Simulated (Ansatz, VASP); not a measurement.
## Rh in VASP and in Ansatz

```
Rh
1.0
     0.00000    1.85401    1.99663
     1.85401    0.00000    1.99663
     1.85401    1.85401    0.00000
Rh
1
Direct
  0.00000 0.00000 0.00000
```

Change from the starting cell: strain -0.025 along x and y, +0.050 along z, atoms carried along.

Alike in both runs: task single point; functional PBE; k mesh 22 × 22 × 22; no spin polarisation.

|  | VASP | Ansatz |
| --- | --- | --- |
| version | VASP 6.6.1 | Ansatz 0.2.0 |
| potentials or method | VASP PAW PBE potentials, release 64 (Rh_pv), cutoff 520 eV | scalar-relativistic, plane waves, PAW |
| occupations | methfessel-paxton of order 1, width 0.02 eV | cold, width 0.02 eV |
| valence electrons in the cell | 15 | 17 |

|  | VASP | Ansatz | Ansatz less VASP |
| --- | --- | --- | --- |
| gap on the k mesh at the Fermi level (eV) | none | none | - |
| pressure (GPa) | 7.2 | 7.1 | -0.02 |
| traceless stress, the component that is largest in VASP (GPa) | -12.72 | -12.77 | -0.050 |

A gap of «none» marks a metal or a gap that the smearing closes. VASP's potentials hold 15 valence electrons a cell and Ansatz's 17, so a difference there can come from the potentials and not from the codes.
